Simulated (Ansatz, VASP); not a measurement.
**HgPt3 in VASP and in Ansatz**

File INCAR:

```
SYSTEM = HgPt3
PREC = Accurate
ENCUT = 520
EDIFF = 1E-6
ISMEAR = 0
SIGMA = 0.1
LREAL = .FALSE.
LASPH = .TRUE.
NELM = 60
ALGO = Normal
ISIF = 2
LWAVE = .FALSE.
LCHARG = .FALSE.
NBANDS = 29
```

The input KPOINTS:

```
regular mesh
0
G
  5 5 8
  0 0 0
```

POSCAR

```
HgPt3
1.0
    2.8138019872     -3.8354973363      0.0000000000
    2.8138019872      3.8354973363      0.0000000000
    0.0000000000      0.0000000000      2.8054070570
Hg Pt
1 3
Direct
    0.0000000000      0.0000000000      0.0000000000
    0.5000000000      0.5000000000      0.0000000000
    0.0000000000      0.5000000000      0.5000000000
    0.5000000000      0.0000000000      0.5000000000
```

Input for Ansatz:

```yaml
crystal:
  lattice:
    - [2.8138019872175706, -3.835497336348017, 0.0]
    - [2.8138019872175706, 3.835497336348017, 0.0]
    - [0.0, 0.0, 2.8054070570184244]
  atoms:
    - { symbol: Hg, position: [0.0, 0.0, 0.0] }
    - { symbol: Pt, position: [0.5, 0.5, 0.0] }
    - { symbol: Pt, position: [0.0, 0.5, 0.5] }
    - { symbol: Pt, position: [0.5, 0.0, 0.5] }
basis:
  ecutwfc: 421.77648681281397
kpoints:
  mp_grid:
    grid: [5, 5, 8]
hamiltonian:
  xc: lda
scf:
  convergence:
    dr2_threshold: 1.0e-09
  occupations:
    method: gaussian
output:
  stress: true
```

Alike in both runs: task single point; functional LDA; k mesh 5 × 5 × 8; no spin polarisation.

|  | VASP | Ansatz |
| --- | --- | --- |
| version | VASP 6.6.1 | Ansatz 0.2.0 |
| potentials or method | VASP PAW LDA potentials, release 64 (Hg, Pt), cutoff 520 eV | plane waves, PAW |
| occupations | gaussian, width 0.1 eV | gaussian |
| valence electrons in the cell | 42 | 74 |

```csv
,VASP,Ansatz,Ansatz less VASP
pressure (GPa),11.0,8.9,-2.10
"traceless stress, the component that is largest in VASP (GPa)",-1.28,-1.22,+0.064
```

LDA's correlation is that of Perdew and Zunger in VASP and of Perdew and Wang (1992) in Ansatz. VASP's potentials hold 42 valence electrons a cell and Ansatz's 74, so a difference there can come from the potentials and not from the codes. Ansatz's warnings: stress scf threshold loose.

Neither program's run includes spin-orbit coupling.
